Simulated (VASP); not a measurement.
# NaPr: single point with PBE

NaPr:

```xyz
4
Lattice="3.5141 0.0000 0.0000 1.6358 3.1125 0.0000 1.0641 0.6522 12.8589" Properties=species:S:1:pos:R:3 pbc="T T T"
Na    3.5205    0.0248    0.0006
Na    5.5716    3.3434    6.4318
Pr    3.2271    1.9374    9.6546
Pr    3.0907    1.8978    3.2013
```

- Program: VASP 6.6.1
- Task: single point
- Functional: PBE
- Potentials or basis: VASP PAW PBE potentials, release 64 (Na_pv, Pr_3), 4f in core
- Cutoff: 500 eV
- k mesh: 6 × 6 × 2
- Occupations: gaussian, width 0.1 eV
- Spin: no spin polarisation

```yaml
Pressure: 0.3 GPa
Largest_force: 0.029 eV/Å
Band_gap_on_the_k_mesh: zero (bands 18 and 19 overlap by 0.69 eV)
```

Forces on the atoms (eV/Å):
```
Na   0.005 -0.004  0.000
Na  -0.023  0.002 -0.002
Pr  -0.011  0.000  0.003
Pr   0.029  0.003 -0.001
```

Stress tensor (GPa, compression positive):
```
 0.23 -0.01  0.28
-0.01  0.18  0.16
 0.28  0.16  0.41
```

Levels at points of the mesh, in eV from the Fermi level:
| k point | band 14 | band 15 | band 16 | band 17 | band 18 | band 19 | band 20 | band 21 | band 22 | band 23 |
| --- | --- | --- | --- | --- | --- | --- | --- | --- | --- | --- |
| (0.00, 0.00, 0.00) | -17.95 | -3.60 | -2.82 | -2.22 | -1.43 | -0.09 | 0.65 | 1.27 | 1.27 | 2.00 |
| (0.50, 0.00, 0.00) | -18.22 | -1.53 | -1.46 | -1.14 | -0.78 | 0.31 | 1.14 | 1.29 | 1.53 | 2.44 |
| (0.00, 0.50, 0.00) | -18.21 | -1.53 | -1.46 | -1.14 | -0.79 | 0.31 | 1.12 | 1.30 | 1.55 | 2.43 |
| (0.50, 0.50, 0.00) | -18.36 | -1.62 | -1.58 | -1.02 | -0.74 | 0.80 | 1.03 | 1.74 | 2.02 | 2.72 |
| (0.00, 0.00, 0.50) | -17.95 | -3.33 | -3.33 | -1.69 | -1.67 | 0.19 | 0.22 | 1.27 | 1.27 | 2.00 |
| (0.50, 0.00, 0.50) | -18.22 | -1.50 | -1.49 | -1.00 | -0.97 | 0.53 | 0.57 | 1.74 | 1.74 | 2.78 |
| (0.00, 0.50, 0.50) | -18.21 | -1.50 | -1.49 | -1.00 | -0.97 | 0.52 | 0.58 | 1.71 | 1.73 | 2.78 |
| (0.50, 0.50, 0.50) | -18.36 | -1.61 | -1.59 | -0.95 | -0.85 | 0.87 | 1.06 | 1.75 | 1.81 | 2.75 |

It took 94 s on 1 thread of AMD EPYC 9R14 (Zen 4) (shared host), peak memory 0.28 GiB.

Caveat: spin-orbit coupling is left out, which moves the levels of the heavy elements; the 4f electrons are frozen in the core, so they carry no moment and show no levels. Spin polarisation is off, so any magnetic state and its effect on volume and gap are missing.
